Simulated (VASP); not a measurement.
# Cr (Pm-3m) in VASP: a series of runs

The runs below take Cr through single point, relaxation of cell and atoms, with PBE.

All numbers are computed with VASP 6.6.1; they aren't measurements. Logs are shortened: lines on timing, memory, paths and dates and some standing lists are left out, and cuts for length are marked.

## (1) The cell of the first run

The structure is cubic, space group Pm-3m (No. 221). Conventional cell: a = 2.340 Å, b = 2.340 Å, c = 2.340 Å, α = 90.00°, β = 90.00°, γ = 90.00°. Cr (site symmetry m-3m) has 6 Cr at 2.34 Å within 3.1 Å.

## (2) Single point, PBE, collinear spin, ferromagnetic start

Input file INCAR:

```
  PREC = Accurate
  ENCUT = 520
  EDIFF = 1E-7
  ISMEAR = -1
  SIGMA = 0.05
  LREAL = F
  LASPH = T
  NELM = 150
  ALGO = Normal
  ISIF = 2
  LWAVE = F
  LCHARG = T
  ISPIN = 2
  MAGMOM = 3
  LORBIT = 11
  LMAXMIX = 4
  GGA = PE
  LELF = T
  LVHAR = T
  NBANDS = 16
```

Input file KPOINTS:

```
regular mesh
0
Gamma
  9 9 9
```

Input file POSCAR:

```
Cr
1.0
    2.3397623291      0.0000000000      0.0000000000
    0.0000000000      2.3397623291      0.0000000000
    0.0000000000      0.0000000000      2.3397623291
Cr
1
Direct
    0.0000000000      0.0000000000      0.0000000000
```

Potentials or basis: VASP PAW PBE potentials, release 64 (Cr_pv).

Command:

```console
cat potpaw_PBE.64/Cr_pv/POTCAR > POTCAR
mpirun -np 1 vasp_std > vasp.out
```

OUTCAR:

```text
PREC = Accurate
   ENCUT = 520
   EDIFF = 1E-7
   ISMEAR = -1
   LREAL = F
   LASPH = T
   NELM = 150
   ISIF = 2
   ISPIN = 2
   LORBIT = 11
   GGA = PE

 ion  position               nearest neighbor table
   1  0.000  0.000  0.000-

  LATTYP: Found a simple cubic cell.
 ALAT       =     2.3397623291

  Lattice vectors:

 A1 = (   2.3397623291,   0.0000000000,   0.0000000000)
 A2 = (   0.0000000000,   2.3397623291,   0.0000000000)
 A3 = (   0.0000000000,   0.0000000000,   2.3397623291)

Analysis of symmetry for initial positions (statically):
=====================================================================
 Subroutine PRICEL returns:
 Original cell was already a primitive cell.

 Routine SETGRP: Setting up the symmetry group for a
 simple cubic supercell.

 Subroutine GETGRP returns: Found 48 space group operations
 (whereof 48 operations were pure point group operations)
 out of a pool of 48 trial point group operations.

The static configuration has the point symmetry O_h .

Analysis of symmetry for dynamics (positions and initial velocities):
=====================================================================
 Subroutine PRICEL returns:
 Original cell was already a primitive cell.

 Routine SETGRP: Setting up the symmetry group for a
 simple cubic supercell.

 Subroutine GETGRP returns: Found 48 space group operations
 (whereof 48 operations were pure point group operations)
 out of a pool of 48 trial point group operations.

The dynamic configuration has the point symmetry O_h .

Analysis of structural, dynamic, and magnetic symmetry:
=====================================================================
 Subroutine PRICEL returns:
 Original cell was already a primitive cell.

 Routine SETGRP: Setting up the symmetry group for a
 simple cubic supercell.

 Subroutine GETGRP returns: Found 48 space group operations
 (whereof 48 operations were pure point group operations)
 out of a pool of 48 trial point group operations.

The overall configuration has the point symmetry O_h .

 Subroutine INISYM returns: Found 48 space group operations
 (whereof 48 operations are pure point group operations),
 and found     1 'primitive' translations

----------------------------------------------------------------------------------------

                                     Primitive cell

  volume of cell :      12.8090

  direct lattice vectors                    reciprocal lattice vectors
     2.339762329  0.000000000  0.000000000     0.427393837  0.000000000  0.000000000
[... 101 lines left out ...]
   IALGO  =     38    algorithm
   IMIX   =      4    mixing-type and parameters
     AMIX     =   0.40;   BMIX     =  1.00
     AMIX_MAG =   1.60;   BMIX_MAG =  1.00
  volume/ion in A,a.u.               =      12.81        86.44
  Fermi-wavevector in a.u.,A,eV,Ry     =   1.601881  3.027116 34.912846  2.566022
  Thomas-Fermi vector in A             =   2.698789
   LORBIT       =     11    0 simple, 1 ext, 2 COOP (PROOUT), +10 PAW based schemes
   GGA     = PE    functional components
   LHFCALC =     F    Hartree Fock is set to
   AEXX    =    0.0000 exact exchange contribution
   IVDW    =     0    specifies the selected vdW correction
   LEPSILON=     F    determine dielectric tensor
   LRPA    =     F    only Hartree local field effects (RPA)
 spin polarized calculation
  energy-cutoff  :      520.00
  volume of cell :       12.81
 maximum number of plane-waves:       354
 NGX is ok and might be reduce to    18
   NGX =  9   NGY =  9   NGZ =  9

 number of electron      12.0000002 magnetization      -0.0006337

 number of electron      12.0000002 magnetization       0.0004972

 Free energy of the ion-electron system (eV)
  ---------------------------------------------------
  ext. energy  EPLUGINS =         0.00000000
  ---------------------------------------------------
  free energy    TOTEN  =        -8.49742958 eV

  energy without entropy =       -8.48023188  energy(sigma->0) =       -8.48883073

 E-fermi :   9.7403     XC(G=0): -12.9517

 val. band max:        9.6158346478   @ k =   0.4444   0.2222   0.1111
 cond. band min:       9.7508721050   @ k =   0.4444   0.3333   0.1111
 fundamental gap:      0.1350374572
 Fermi energy:         9.7403346243

 spin component 1

 k-point     1 :       0.0000    0.0000    0.0000
  band No.  band energies     occupation
      1     -32.8670      1.00000
      2     -32.8670      1.00000
      3     -32.8670      1.00000
      4       2.3055      1.00000
      5       6.4867      1.00000
      6       6.4867      1.00000
[... 435 lines left out ...]
      5       8.1476      1.00000
      6       9.7509      0.44751
[... 8 lines left out ...]
     15      37.2767      0.00000
     16      39.7044      0.00000

 [... further k-points ...]

 spin component 2

 k-point     1 :       0.0000    0.0000    0.0000
  band No.  band energies     occupation
      1     -32.8665      1.00000
      2     -32.8665      1.00000
      3     -32.8665      1.00000
      4       2.3057      1.00000
      5       6.4870      1.00000
      6       6.4870      1.00000
[... 435 lines left out ...]
      5       8.1480      1.00000
      6       9.7513      0.44532
[... 8 lines left out ...]
     15      37.2770      0.00000
     16      39.7045      0.00000

 [... further k-points ...]

------------------------ aborting loop because EDIFF is reached ----------------------------------------

  FORCE on cell =-STRESS in cart. coord.  units (eV):
  Direction    XX          YY          ZZ          XY          YZ          ZX
  --------------------------------------------------------------------------------------
  -------------------------------------------------------------------------------------
  Total       -0.0078187     -0.0078187     -0.0078187      0.0000000      0.0000000     -0.0000000
  in kB       -0.9779808     -0.9779808     -0.9779808      0.0000000      0.0000000     -0.0000000
  external PRESSURE =      -0.9779808 kB  Pullay stress =       0.0000000 kB

 VOLUME and BASIS-vectors are now :
 -----------------------------------------------------------------------------
  energy-cutoff  :      520.00
  volume of cell :       12.81
      direct lattice vectors                 reciprocal lattice vectors
     2.339762329  0.000000000  0.000000000     0.427393837  0.000000000  0.000000000
     0.000000000  2.339762329  0.000000000     0.000000000  0.427393837  0.000000000
     0.000000000  0.000000000  2.339762329     0.000000000  0.000000000  0.427393837

 POSITION                                       TOTAL-FORCE (eV/Angst)
 -----------------------------------------------------------------------------------
      0.00000      0.00000      0.00000         0.000000      0.000000      0.000000
 -----------------------------------------------------------------------------------
    total drift:                                0.000000      0.000000      0.000000

  FREE ENERGIE OF THE ION-ELECTRON SYSTEM (eV)
  ---------------------------------------------------
  free  energy   TOTEN  =        -8.4974295759 eV

  energy  without entropy=       -8.4802318805  energy(sigma->0) =       -8.48883073

 total charge

# of ion       s       p       d       tot
------------------------------------------
    1        0.443   6.295   4.344  11.082

 magnetization (x)

# of ion       s       p       d       tot
------------------------------------------
    1       -0.000   0.000   0.000   0.000
```

OSZICAR:

```text
N       E                     dE             d eps       ncg     rms          rms(c)
DAV:   1     0.874119937884E+02    0.87412E+02   -0.62536E+03  2256   0.845E+02
DAV:   2    -0.670163510565E+01   -0.94114E+02   -0.89054E+02  2400   0.247E+02
DAV:   3    -0.837833600862E+01   -0.16767E+01   -0.16729E+01  2528   0.371E+01
[... 12 lines left out ...]
DAV:  16    -0.849742154139E+01   -0.42820E-05   -0.43785E-06  2504   0.144E-02    0.710E-03
DAV:  17    -0.849742383002E+01   -0.22886E-05   -0.10161E-06  2296   0.860E-03    0.586E-03
DAV:  18    -0.849742925766E+01   -0.54276E-05   -0.28489E-05  2272   0.487E-02    0.212E-03
DAV:  19    -0.849742954823E+01   -0.29057E-06   -0.21573E-06  2480   0.965E-03    0.644E-04
DAV:  20    -0.849742957592E+01   -0.27691E-07   -0.79353E-08  1784   0.288E-03
   1 F= -.84974296E+01 E0= -.84888307E+01  d E =-.171977E-01  mag=     0.0011
```

Wall time 8.8 s (1 thread of Intel Xeon 6975P-C (Granite Rapids), shared host); peak memory 0.12 GiB.

Results:

- Free energy: -8.4974 eV
- Pressure: -0.1 GPa
- Band gap on the k mesh: zero (filled and empty bands overlap)
- Net moment: 0.00 μB per cell
- Valence electrons inside the program's atomic spheres: Cr 11.08

Caveat: the starting moments collapsed, and a magnetic state may lie lower.

## (3) Relaxation of cell and atoms, PBE, collinear spin, ferromagnetic start

This run uses another cell than the first one, of 13.14 Å³/atom, 1.026 times its volume.

Input file INCAR:

```
SYSTEM = Cr
PREC     = Accurate       ! precision mode
ENCUT    = 600            ! plane-wave cutoff, eV
EDIFF    = 1E-7           ! SCF threshold, eV
ISMEAR   = -1             ! smearing method
SIGMA    = 0.05           ! smearing width, eV
LREAL    = .False.        ! projectors in reciprocal space
LASPH    = .True.         ! aspherical terms in the spheres
NELM     = 150            ! most SCF steps
ALGO     = Normal         ! electronic algorithm
ISIF     = 3              ! what is computed and relaxed
LWAVE    = .False.        ! write WAVECAR
LCHARG   = .False.        ! write CHGCAR
ISPIN    = 2              ! spin polarisation
MAGMOM   = 3              ! initial moments
LORBIT   = 11             ! projections on sites
LMAXMIX  = 4              ! l up to which the mixer works
GGA      = PE             ! functional
IBRION   = 2              ! ionic algorithm
NSW      = 80             ! ionic steps
EDIFFG   = -0.03          ! ionic threshold
```

Input file KPOINTS:

```
regular mesh
0
Gamma
  9 9 9
  0 0 0
```

Input file POSCAR:

```
Cr
1.0
    2.3600000000      0.0000000000      0.0000000000
    0.0000000000      2.3600000000      0.0000000000
    0.0000000000      0.0000000000      2.3600000000
Cr
1
Direct
    0.0000000000      0.0000000000      0.0000000000
```

Potentials or basis: VASP PAW PBE potentials, release 64 (Cr_pv).

Command:

```console
cat potpaw_PBE.64/Cr_pv/POTCAR > POTCAR
mpirun -np 1 vasp_std > vasp.out
```

It took 16 s on 1 thread of Intel Xeon 6975P-C (Granite Rapids), shared host; peak memory 0.14 GiB.

Results (log left out):

```
Free energy                                           : -8.4975 eV
Relaxed volume                                        : 12.80 Å³/atom
Relaxed cell                                          : a = 2.339 Å, b = 2.339 Å, c = 2.339 Å, α = 90.00°, β = 90.00°, γ = 90.00°
Space group after relaxing (to 0.05 Å)                : Pm-3m (No. 221)
Energy gained by relaxing                             : 5.3 meV/atom
Ionic steps                                           : 3
Pressure after relaxing                               : 0.0 GPa
Band gap on the k mesh                                : zero (filled and empty bands overlap)
Net moment                                            : 0.00 μB per cell
Valence electrons inside the program's atomic spheres : Cr 11.08
```

The path:
```tsv
step	energy change (eV)	largest force (eV/Å)	pressure (GPa)	volume (Å³)
1	0.0000	0.0000	-4.72	13.14
2	0.0017	0.0000	6.03	12.42
3	-0.0053	0.0000	-0.03	12.80
```

Final structure:
```cif
data_structure
_symmetry_space_group_name_H-M 'P 1'
_symmetry_Int_Tables_number 1
_cell_length_a 2.3392
_cell_length_b 2.3392
_cell_length_c 2.3392
_cell_angle_alpha 90.000
_cell_angle_beta 90.000
_cell_angle_gamma 90.000
_cell_volume 12.80
loop_
_atom_site_label
_atom_site_type_symbol
_atom_site_fract_x
_atom_site_fract_y
_atom_site_fract_z
_atom_site_occupancy
Cr1 Cr 0.00000 0.00000 0.00000 1
```

Levels at points of the mesh, in eV from the Fermi level:
Spin up:
| k point | band 3 | band 4 | band 5 | band 6 | band 7 | band 8 | band 9 | band 10 |
| --- | --- | --- | --- | --- | --- | --- | --- | --- |
| (0.00, 0.00, 0.00) | -42.61 | -7.44 | -3.26 | -3.26 | 2.38 | 2.38 | 2.38 | 7.45 |
Spin down:
| k point | band 3 | band 4 | band 5 | band 6 | band 7 | band 8 | band 9 | band 10 |
| --- | --- | --- | --- | --- | --- | --- | --- | --- |
| (0.00, 0.00, 0.00) | -42.61 | -7.44 | -3.26 | -3.26 | 2.38 | 2.38 | 2.38 | 7.45 |

Caveat: the starting moments collapsed, and a magnetic state may lie lower.

## (4) Relaxation of cell and atoms, PBE, collinear spin, ferromagnetic start, target pressure 10 GPa, at which the enthalpy is minimised

This run uses another cell than the first one, of 13.14 Å³/atom, 1.026 times its volume.

Input file INCAR:

```
PREC     = Accurate       # precision mode
ENCUT    = 600            # plane-wave cutoff, eV
EDIFF    = 1E-7           # SCF threshold, eV
ISMEAR   = -1             # smearing method
SIGMA    = 0.05           # smearing width, eV
LREAL    = F              # projectors in reciprocal space
LASPH    = T              # aspherical terms in the spheres
NELM     = 150            # most SCF steps
ALGO     = Normal         # electronic algorithm
ISIF     = 3              # what is computed and relaxed
LWAVE    = F              # write WAVECAR
LCHARG   = F              # write CHGCAR
ISPIN    = 2              # spin polarisation
MAGMOM   = 3              # initial moments
LORBIT   = 11             # projections on sites
LMAXMIX  = 4              # l up to which the mixer works
GGA      = PE             # functional
IBRION   = 2              # ionic algorithm
NSW      = 80             # ionic steps
EDIFFG   = -0.03          # ionic threshold
PSTRESS  = 100.0
```

Input file KPOINTS:

```
regular mesh
0
Gamma
  9 9 9
```

POSCAR is that of step 3.

Command:

```console
cat potpaw_PBE.64/Cr_pv/POTCAR > POTCAR
mpirun -np 1 vasp_std > vasp.out
```

It took 20 s on 1 thread of Intel Xeon 6975P-C (Granite Rapids), shared host; peak memory 0.14 GiB.

It converged, with:

```yaml
Free_energy: -8.4798 eV
Relaxed_volume: 12.20 Å³/atom
Relaxed_cell: a = 2.302 Å, b = 2.302 Å, c = 2.302 Å, α = 90.00°, β = 90.00°, γ = 90.00°
Space_group_after_relaxing_to_0.05_Å: Pm-3m (No. 221)
Energy_change_on_relaxing_the_enthalpy_is_what_falls: +12.4 meV/atom
Ionic_steps: 4
Pressure_after_relaxing: 10.0 GPa
Band_gap_on_the_k_mesh: zero (filled and empty bands overlap)
Net_moment: 0.00 μB per cell
Valence_electrons_inside_the_program's_atomic_spheres: Cr 11.18
```

Step by step:
| step | energy change (eV) | largest force (eV/Å) | pressure (GPa) | volume (Å³) |
| --- | --- | --- | --- | --- |
| 1 | 0.0000 | 0.0000 | -4.72 | 13.14 |
| 2 | 0.1946 | 0.0000 | 40.29 | 10.98 |
| 3 | 0.0111 | 0.0000 | 9.54 | 12.23 |
| 4 | 0.0124 | 0.0000 | 9.95 | 12.20 |

Final structure:
```
CELL_PARAMETERS angstrom
2.30233 0.00000 0.00000
0.00000 2.30233 0.00000
0.00000 0.00000 2.30233
ATOMIC_POSITIONS crystal
Cr 0.00000 0.00000 0.00000
```

Levels at points of the mesh, in eV from the Fermi level:
Spin up:
| k point | band 2 | band 3 | band 4 | band 5 | band 6 | band 7 | band 8 | band 9 | band 10 | band 11 |
| --- | --- | --- | --- | --- | --- | --- | --- | --- | --- | --- |
| (0.00, 0.00, 0.00) | -42.55 | -42.55 | -7.61 | -3.46 | -3.46 | 2.54 | 2.54 | 2.54 | 7.49 | 20.12 |
Spin down:
```csv
k point,band 4,band 5,band 6,band 7,band 8,band 9
"(0.00, 0.00, 0.00)",-7.61,-3.46,-3.46,2.54,2.54,2.54
```

Caveat: the starting moments collapsed, and a magnetic state may lie lower; the cell is relaxed towards a set pressure, so the enthalpy falls and the energy may rise.

[end of part 1 of 2]
